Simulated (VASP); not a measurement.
# MnO (F-43m) in VASP: further runs, part 2 of 2

VASP 6.6.1. The steps go on from the part before.

## 3. Single point, PBE-based screened hybrid with 25 % exact exchange, collinear spin, ferromagnetic start

This run uses another cell than the first one, of 13.71 Å³/atom.

POSCAR

```
MnO
1.0
    0.0000000000      2.3931987576      2.3931987576
    2.3931987576      0.0000000000      2.3931987576
    2.3931987576      2.3931987576      0.0000000000
Mn O
1 1
Direct
    0.0000000000      0.0000000000      0.0000000000
    0.2500000000      0.2500000000      0.2500000000
```

INCAR.step1

```
SYSTEM = MnO
PREC = Accurate
ENCUT = 520
EDIFF = 1E-5
ISMEAR = -1
SIGMA = 0.05
LREAL = .False.
LASPH = .True.
NELM = 150
ALGO = Normal
ISIF = 2
LWAVE = .True.
LCHARG = .False.
ISPIN = 2
MAGMOM = 4 0
LORBIT = 11
LMAXMIX = 4
GGA = PE
NBANDS = 20
```

INCAR.step2

```
SYSTEM = MnO
PREC = Accurate
ENCUT = 520
EDIFF = 1E-6
ISMEAR = -1
SIGMA = 0.05
LREAL = .False.
LASPH = .True.
NELM = 150
ALGO = Normal
ISIF = 2
LWAVE = .False.
LCHARG = .False.
ISPIN = 2
MAGMOM = 4 0
LORBIT = 11
LMAXMIX = 4
GGA = PE
LHFCALC = .True.
AEXX = 0.25
HFSCREEN = 0.3
PRECFOCK = Normal
ISTART = 1
NBANDS = 20
```

KPOINTS

```
Automatic mesh
0
Gamma
  5 5 5
  0 0 0
```

Potentials or basis: VASP PAW PBE potentials, release 64 (Mn_pv, O).

Started as:

```bash
cat potpaw_PBE.64/Mn_pv/POTCAR potpaw_PBE.64/O/POTCAR > POTCAR
cp INCAR.step1 INCAR
mpirun -np 1 vasp_std > vasp.out
cp INCAR.step2 INCAR
mpirun -np 1 vasp_std > vasp.out
```

OUTCAR:

```text
SYSTEM = MnO
   PREC = Accurate
   ENCUT = 520
   EDIFF = 1E-6
   ISMEAR = -1
   LREAL = .False.
   LASPH = .True.
   NELM = 150
   ISIF = 2
   ISPIN = 2
   LORBIT = 11
   GGA = PE
   LHFCALC = .True.
   AEXX = 0.25
   HFSCREEN = 0.3
   PRECFOCK = Normal
   ISTART = 1

 ion  position               nearest neighbor table
   1  0.000  0.000  0.000-   2 2.07   2 2.07   2 2.07   2 2.07
   2  0.250  0.250  0.250-   1 2.07   1 2.07   1 2.07   1 2.07

  LATTYP: Found a face centered cubic cell.
 ALAT       =     4.7863975152

  Lattice vectors:

 A1 = (   0.0000000000,   2.3931987576,   2.3931987576)
 A2 = (   2.3931987576,   0.0000000000,   2.3931987576)
[... 664 lines left out ...]

 VOLUME and BASIS-vectors are now :
 -----------------------------------------------------------------------------
  energy-cutoff  :      520.00
  volume of cell :       27.41
      direct lattice vectors                 reciprocal lattice vectors
     0.000000000  2.393198758  2.393198758    -0.208925397  0.208925397  0.208925397
     2.393198758  0.000000000  2.393198758     0.208925397 -0.208925397  0.208925397
     2.393198758  2.393198758  0.000000000     0.208925397  0.208925397 -0.208925397

 POSITION                                       TOTAL-FORCE (eV/Angst)
 -----------------------------------------------------------------------------------
      0.00000      0.00000      0.00000        -0.000000      0.000000      0.000000
      1.19660      1.19660      1.19660         0.000000     -0.000000     -0.000000
 -----------------------------------------------------------------------------------
    total drift:                                0.000004      0.000004      0.000003

  FREE ENERGIE OF THE ION-ELECTRON SYSTEM (eV)
  ---------------------------------------------------
  free  energy   TOTEN  =       -22.9814095576 eV

  energy  without entropy=      -22.9804682491  energy(sigma->0) =      -22.98093890

 total charge

# of ion       s       p       d       tot
------------------------------------------
    1        0.228   6.216   4.932  11.377
    2        1.553   3.496   0.000   5.049
--------------------------------------------------
tot          1.781   9.712   4.932  16.426

 magnetization (x)

# of ion       s       p       d       tot
------------------------------------------
    1        0.028   0.050   4.469   4.547
    2        0.014   0.135   0.000   0.149
--------------------------------------------------
tot          0.042   0.185   4.469   4.696
```

OSZICAR.step1:

```text
N       E                     dE             d eps       ncg     rms          rms(c)
DAV:   1     0.174763267495E+03    0.17476E+03   -0.10326E+04   800   0.106E+03
DAV:   2    -0.958114785670E+01   -0.18434E+03   -0.17257E+03   820   0.321E+02
DAV:   3    -0.190824449913E+02   -0.95013E+01   -0.93852E+01   900   0.790E+01
DAV:   4    -0.191658302790E+02   -0.83385E-01   -0.83370E-01   912   0.776E+00
DAV:   5    -0.191667612614E+02   -0.93098E-03   -0.93097E-03   880   0.809E-01    0.153E+01
DAV:   6    -0.169281523851E+02    0.22386E+01   -0.12924E+01  1048   0.390E+01    0.148E+01
DAV:   7    -0.164183817138E+02    0.50977E+00   -0.20487E+00   872   0.213E+01    0.865E+00
DAV:   8    -0.164231302801E+02   -0.47486E-02   -0.19480E-01   888   0.318E+00    0.495E+00
DAV:   9    -0.164085713660E+02    0.14559E-01   -0.84389E-02   824   0.259E+00    0.133E+00
DAV:  10    -0.164083361734E+02    0.23519E-03   -0.17507E-02   828   0.129E+00    0.439E-01
DAV:  11    -0.164090098581E+02   -0.67368E-03   -0.29756E-03   904   0.523E-01    0.235E-01
DAV:  12    -0.164093574708E+02   -0.34761E-03   -0.28672E-04   964   0.208E-01    0.668E-02
DAV:  13    -0.164093922472E+02   -0.34776E-04   -0.50760E-05   880   0.599E-02    0.532E-02
DAV:  14    -0.164094228568E+02   -0.30610E-04   -0.40565E-05   832   0.450E-02    0.150E-02
DAV:  15    -0.164094211427E+02    0.17141E-05   -0.55199E-06   476   0.208E-02
   1 F= -.16409421E+02 E0= -.16408258E+02  d E =-.232624E-02  mag=     4.9816
```

Run time: 40 min. Hardware: 1 thread of Intel Xeon 8259CL, shared host; peak memory 0.29 GiB.

Results:

| Item | Value |
| --- | --- |
| Free energy | -22.9814 eV |
| Pressure | 0.7 GPa |
| Band gap on the k mesh | 0.04 eV |
| Net moment | 5.00 μB per cell |
| Site moments | Mn +4.55; O +0.15 μB |
| Valence electrons inside the program's atomic spheres | Mn 11.38; O 5.05 |

Caveat: the k points lie up to 0.45 Å⁻¹ apart; the smearing spreads over this small gap; the PAW data sets were made with another functional, which shifts forces and pressure a little; a cell with one magnetic atom can't hold antiferromagnetic order, which such compounds often take.

## 4. Single point, PBE-based screened hybrid with 25 % exact exchange, collinear spin, ferromagnetic start

POSCAR

```
MnO
1.0
    0.0000000000      2.4365134300      2.4365134300
    2.4365134300      0.0000000000      2.4365134300
    2.4365134300      2.4365134300      0.0000000000
Mn O
1 1
Direct
    0.0000000000      0.0000000000      0.0000000000
    0.2500000000      0.2500000000      0.2500000000
```

INCAR.step1

```
SYSTEM = MnO
ALGO     = Normal         ! electronic algorithm
EDIFF    = 1E-5           ! SCF threshold, eV
ENCUT    = 520            ! plane-wave cutoff, eV
GGA      = PE             ! functional
ISIF     = 2              ! what is computed and relaxed
ISMEAR   = -1             ! smearing method
ISPIN    = 2              ! spin polarisation
LASPH    = .True.         ! aspherical terms in the spheres
LCHARG   = .False.        ! write CHGCAR
LMAXMIX  = 4              ! l up to which the mixer works
LORBIT   = 11             ! projections on sites
LREAL    = .False.        ! projectors in reciprocal space
LWAVE    = .True.         ! write WAVECAR
MAGMOM   = 4 0            ! initial moments
NBANDS   = 20             ! bands
NELM     = 150            ! most SCF steps
PREC     = Accurate       ! precision mode
SIGMA    = 0.05           ! smearing width, eV
```

INCAR.step2

```
SYSTEM = MnO
AEXX     = 0.25           ! exact-exchange fraction
ALGO     = Normal         ! electronic algorithm
EDIFF    = 1E-6           ! SCF threshold, eV
ENCUT    = 520            ! plane-wave cutoff, eV
GGA      = PE             ! functional
HFSCREEN = 0.3            ! screening, 1/A
ISIF     = 2              ! what is computed and relaxed
ISMEAR   = -1             ! smearing method
ISPIN    = 2              ! spin polarisation
ISTART   = 1            
LASPH    = .True.         ! aspherical terms in the spheres
LCHARG   = .False.        ! write CHGCAR
LHFCALC  = .True.         ! exact exchange
LMAXMIX  = 4              ! l up to which the mixer works
LORBIT   = 11             ! projections on sites
LREAL    = .False.        ! projectors in reciprocal space
LWAVE    = .False.        ! write WAVECAR
MAGMOM   = 4 0            ! initial moments
NBANDS   = 20             ! bands
NELM     = 150            ! most SCF steps
PREC     = Accurate       ! precision mode
PRECFOCK = Normal       
SIGMA    = 0.05           ! smearing width, eV
```

KPOINTS

```
k-points
0
Gamma
  5 5 5
  0 0 0
```

Started as:

```bash
cat potpaw_PBE.64/Mn_pv/POTCAR potpaw_PBE.64/O/POTCAR > POTCAR
cp INCAR.step1 INCAR
mpirun -np 1 vasp_std > vasp.out
cp INCAR.step2 INCAR
mpirun -np 1 vasp_std > vasp.out
```

It took 48 min on 1 thread of AMD EPYC 7R43 (Zen 3), shared host; peak memory 0.24 GiB.

Results (log left out):

```yaml
Free_energy: -22.9591 eV
Pressure: -5.4 GPa
Band_gap_on_the_k_mesh: 0.17 eV
Net_moment: 5.00 μB per cell
Site_moments: Mn +4.56; O +0.14 μB
Valence_electrons_inside_the_program's_atomic_spheres: Mn 11.32; O 5.02
```

Levels at points of the mesh, in eV from the valence-band top:
Spin up:
| k point | band 10 | band 11 | band 12 | band 13 | band 14 | band 15 |
| --- | --- | --- | --- | --- | --- | --- |
| (0.00, 0.00, 0.00) | 0.00 | 0.00 | 0.00 | 0.17 | 13.69 | 13.69 |
Spin down:
```tsv
k point	band 5	band 6	band 7	band 8	band 9	band 10
(0.00, 0.00, 0.00)	-3.76	-3.76	-3.76	1.47	4.90	4.90
```

Caveat: the k points lie up to 0.45 Å⁻¹ apart; the PAW data sets were made with another functional, which shifts forces and pressure a little; a cell with one magnetic atom can't hold antiferromagnetic order, which such compounds often take.

## 5. Overview

| level | cell | share of exact exchange | screening parameter | gap on the mesh (eV) | pressure (GPa) | moment (μB) |
| --- | --- | --- | --- | --- | --- | --- |
| HF | a = 3.446 Å, angles 60.0°, 2 atoms | 1 | - | 9.24 | 0.8 | 5.00 |
| PBE-based screened hybrid with 25 % exact exchange | a = 3.384 Å, angles 60.0°, 2 atoms | 0.25 | 0.3 1/Å | 0.04 | 0.7 | 5.00 |
| PBE-based screened hybrid with 25 % exact exchange | a = 3.446 Å, angles 60.0°, 2 atoms | 0.25 | 0.3 1/Å | 0.17 | -5.4 | 5.00 |

Alike in all rows: task single point; potentials or basis VASP PAW PBE potentials, release 64 (Mn_pv, O); spin collinear, ferromagnetic start; k mesh 5 × 5 × 5; cutoff (eV) 520; smearing fermi-dirac 0.05 eV.

Caveats: all runs use coarse meshes; the PAW data sets were made with another functional, which shifts forces and pressure a little; a cell with one magnetic atom can't hold antiferromagnetic order, which such compounds often take; the smearing spreads over this small gap (at least some runs).

Absolute energies hang on the potentials; compare differences alone.
